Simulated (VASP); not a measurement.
# As (Pm-3m) in VASP: single point with PBEsol

Aim: the single point of As with PBEsol.

Everything below comes from runs of VASP 6.6.1. Logs are shortened: lines on timing, memory, paths and dates and some standing lists are left out, and cuts for length are marked.

## (1) The cell of the first run

The structure is cubic, space group Pm-3m (No. 221). Conventional cell: a = 2.704 Å, b = 2.704 Å, c = 2.704 Å, α = 90.00°, β = 90.00°, γ = 90.00°. As (site symmetry m-3m) has 6 As at 2.70 Å within 3.6 Å.

## (2) Single point, PBEsol

Contents of INCAR:

```
SYSTEM = As
PREC = Accurate
ENCUT = 520
EDIFF = 1E-7
ISMEAR = 1
SIGMA = 0.1
LREAL = .False.
LASPH = .True.
NELM = 80
ALGO = Normal
ISIF = 2
LWAVE = .False.
LCHARG = .False.
GGA = PS
NBANDS = 8
```

Contents of KPOINTS:

```
regular mesh
0
Gamma
  10 10 10
  0 0 0
```

Contents of POSCAR:

```
As
1.0
    2.7036820000      0.0000000000      0.0000000000
    0.0000000000      2.7036820000      0.0000000000
    0.0000000000      0.0000000000      2.7036820000
As
1
Direct
    0.5000000000      0.5000000000      0.5000000000
```

Potentials or basis: VASP PAW PBE potentials, release 64 (As).

Launch:

```console
cat potpaw_PBE.64/As/POTCAR > POTCAR
mpirun -np 1 vasp_std > vasp.out
```

OUTCAR:

```text
SYSTEM = As
   PREC = Accurate
   ENCUT = 520
   EDIFF = 1E-7
   ISMEAR = 1
   LREAL = .False.
   LASPH = .True.
   NELM = 80
   ISIF = 2
   GGA = PS

 ion  position               nearest neighbor table
   1  0.500  0.500  0.500-

  LATTYP: Found a simple cubic cell.
 ALAT       =     2.7036820000

  Lattice vectors:

 A1 = (   2.7036820000,   0.0000000000,   0.0000000000)
 A2 = (   0.0000000000,   2.7036820000,   0.0000000000)
 A3 = (   0.0000000000,   0.0000000000,   2.7036820000)

Analysis of symmetry for initial positions (statically):
=====================================================================
 Subroutine PRICEL returns:
 Original cell was already a primitive cell.

 Routine SETGRP: Setting up the symmetry group for a
 simple cubic supercell.

 Subroutine GETGRP returns: Found 48 space group operations
 (whereof 48 operations were pure point group operations)
 out of a pool of 48 trial point group operations.

The static configuration has the point symmetry O_h .

Analysis of symmetry for dynamics (positions and initial velocities):
=====================================================================
 Subroutine PRICEL returns:
 Original cell was already a primitive cell.

 Routine SETGRP: Setting up the symmetry group for a
 simple cubic supercell.

 Subroutine GETGRP returns: Found 48 space group operations
 (whereof 48 operations were pure point group operations)
 out of a pool of 48 trial point group operations.

The dynamic configuration has the point symmetry O_h .

 Subroutine INISYM returns: Found 48 space group operations
 (whereof 48 operations are pure point group operations),
 and found     1 'primitive' translations

----------------------------------------------------------------------------------------

                                     Primitive cell

  volume of cell :      19.7636

  direct lattice vectors                    reciprocal lattice vectors
     2.703682000  0.000000000  0.000000000     0.369865983  0.000000000  0.000000000
     0.000000000  2.703682000  0.000000000     0.000000000  0.369865983  0.000000000
     0.000000000  0.000000000  2.703682000     0.000000000  0.000000000  0.369865983

  length of vectors
     2.703682000  2.703682000  2.703682000     0.369865983  0.369865983  0.369865983

[... 77 lines left out ...]
   NELM   =     80;   NELMIN=  2; NELMDL= -5     # of ELM steps
   EDIFF  = 0.1E-06   stopping-criterion for ELM
   LREAL  =      F    real-space projection
   EDIFFG = 0.1E-05   stopping-criterion for IOM
   NSW    =      0    number of steps for IOM
   IBRION =     -1    ionic relax: 0-MD 1-quasi-New 2-CG
   NFREE  =      0    steps in history (QN), initial steepest desc. (CG)
   ISIF   =      2    stress and relaxation
   ISYM   =      2    0-nonsym 1-usesym 2-fastsym
   POTIM  = 0.5000    time-step for ionic-motion
   TEBEG  =    0.0;   TEEND  =   0.0 temperature during run
   PSTRESS=    0.0 pullay stress
   NELECT =       5.0000    total number of electrons
   NUPDOWN=      -1.0000    fix difference up-down
   EMIN   =  10.00;   EMAX   =-10.00  energy-range for DOS
   EFERMI =   0.00;   METHOD = LEGACY
   ISMEAR =     1;   SIGMA  =   0.10  broadening in eV -4-tet -1-fermi 0-gaus
   EFERMI_NEDOS =   21; number of points for ismear=-14 and -15
   IALGO  =     38    algorithm
   IMIX   =      4    mixing-type and parameters
     AMIX     =   0.40;   BMIX     =  1.00
     AMIX_MAG =   1.60;   BMIX_MAG =  1.00
  volume/ion in A,a.u.               =      19.76       133.37
  Fermi-wavevector in a.u.,A,eV,Ry     =   1.035403  1.956627 14.586240  1.072058
  Thomas-Fermi vector in A             =   2.169744
   LORBIT       =      0    0 simple, 1 ext, 2 COOP (PROOUT), +10 PAW based schemes
   GGA     = PS    functional components
   LHFCALC =     F    Hartree Fock is set to
   AEXX    =    0.0000 exact exchange contribution
   IVDW    =     0    specifies the selected vdW correction
   LEPSILON=     F    determine dielectric tensor
   LRPA    =     F    only Hartree local field effects (RPA)
 non-spin polarized calculation
 Methfessel and Paxton  Order N= 1 SIGMA  =   0.10
  energy-cutoff  :      520.00
  volume of cell :       19.76
 maximum number of plane-waves:       554
   NGX = 11   NGY = 11   NGZ = 11

 number of electron       5.0000001 magnetization

 Free energy of the ion-electron system (eV)
  ---------------------------------------------------
  ext. energy  EPLUGINS =         0.00000000
  ---------------------------------------------------
  free energy    TOTEN  =        -5.04594914 eV

  energy without entropy =       -5.04580813  energy(sigma->0) =       -5.04590213

 E-fermi :   5.7598     XC(G=0): -10.5542

 val. band max:        5.7415496059   @ k =   0.3000   0.3000   0.3000
 cond. band min:       5.7819177461   @ k =   0.2000   0.2000   0.0000
 fundamental gap:      0.0403681401
 Fermi energy:         5.7598196160

 k-point     1 :       0.0000    0.0000    0.0000
  band No.  band energies     occupation
      1      -9.1796      2.00000
      2       9.9592      0.00000
      3       9.9592      0.00000
      4       9.9592      0.00000
      5      14.3144      0.00000
      6      14.3144      0.00000
      7      16.2125      0.00000
      8      30.7566      0.00000
[... 243 lines left out ...]
 k-point    24 :       0.3000    0.1000    0.1000
  band No.  band energies     occupation
      1      -7.2269      2.00000
      2       2.3682      2.00000
      3       9.2610      0.00000
      4       9.7338      0.00000
      5      18.2543      0.00000
      6      18.3504      0.00000
      7      20.5065      0.00000
      8      21.2750      0.00000

 [... further k-points ...]

------------------------ aborting loop because EDIFF is reached ----------------------------------------

  FORCE on cell =-STRESS in cart. coord.  units (eV):
  Direction    XX          YY          ZZ          XY          YZ          ZX
  --------------------------------------------------------------------------------------
  -------------------------------------------------------------------------------------
  Total       -0.1519152     -0.1519152     -0.1519152      0.0000000      0.0000000     -0.0000000
  in kB      -12.3152958    -12.3152958    -12.3152958      0.0000000      0.0000000     -0.0000000
  external PRESSURE =     -12.3152958 kB  Pullay stress =       0.0000000 kB

 VOLUME and BASIS-vectors are now :
 -----------------------------------------------------------------------------
  energy-cutoff  :      520.00
  volume of cell :       19.76
      direct lattice vectors                 reciprocal lattice vectors
     2.703682000  0.000000000  0.000000000     0.369865983  0.000000000  0.000000000
     0.000000000  2.703682000  0.000000000     0.000000000  0.369865983  0.000000000
     0.000000000  0.000000000  2.703682000     0.000000000  0.000000000  0.369865983

 POSITION                                       TOTAL-FORCE (eV/Angst)
 -----------------------------------------------------------------------------------
      1.35184      1.35184      1.35184         0.000000      0.000000      0.000000
 -----------------------------------------------------------------------------------
    total drift:                                0.000000     -0.000000      0.000000

  FREE ENERGIE OF THE ION-ELECTRON SYSTEM (eV)
  ---------------------------------------------------
  free  energy   TOTEN  =        -5.0459491384 eV

  energy  without entropy=       -5.0458081266  energy(sigma->0) =       -5.04590213
```

OSZICAR:

```text
N       E                     dE             d eps       ncg     rms          rms(c)
DAV:   1     0.782754924786E+01    0.78275E+01   -0.21396E+03   904   0.458E+02
DAV:   2    -0.489498940662E+01   -0.12723E+02   -0.12139E+02  1184   0.597E+01
DAV:   3    -0.504888601695E+01   -0.15390E+00   -0.15385E+00  1016   0.897E+00
DAV:   4    -0.504903737732E+01   -0.15136E-03   -0.15136E-03  1352   0.316E-01
DAV:   5    -0.504903744158E+01   -0.64258E-07   -0.64283E-07  1040   0.411E-03    0.212E+00
DAV:   6    -0.504709404675E+01    0.19434E-02   -0.27430E-04  1248   0.137E-01    0.125E+00
DAV:   7    -0.504593190367E+01    0.11621E-02   -0.79994E-04   984   0.223E-01    0.673E-02
DAV:   8    -0.504594847168E+01   -0.16568E-04   -0.23433E-05  1168   0.355E-02    0.408E-03
DAV:   9    -0.504594906785E+01   -0.59618E-06   -0.43779E-07  1112   0.494E-03    0.155E-03
DAV:  10    -0.504594913843E+01   -0.70580E-07   -0.12123E-07  1008   0.217E-03
   1 F= -.50459491E+01 E0= -.50459021E+01  d E =-.141012E-03
```

stdout:

```text
POSCAR found type information on POSCAR As
 POSCAR found :  1 types and       1 ions
 scaLAPACK will be used
 -----------------------------------------------------------------------------
|                                                                             |
|                                                                             |
|     You enforced a specific xc type in the INCAR file but a different       |
|     I HOPE YOU KNOW WHAT YOU ARE DOING!                                     |
|                                                                             |
 -----------------------------------------------------------------------------

 LDA part: xc-table for (Slater+PW92), standard interpolation
 POSCAR, INCAR and KPOINTS ok, starting setup
 FFT: planning ... GRIDC
 FFT: planning ... GRID_SOFT
 FFT: planning ... GRID
 WAVECAR not read
 entering main loop
```

Wall time 7.8 s (1 thread of Intel Xeon 8259CL, shared host); peak memory 0.12 GiB.

Results:

- Free energy: -5.0459 eV
- Pressure: -1.2 GPa

Caveat: the PAW data sets were made with another functional, which shifts forces and pressure a little.
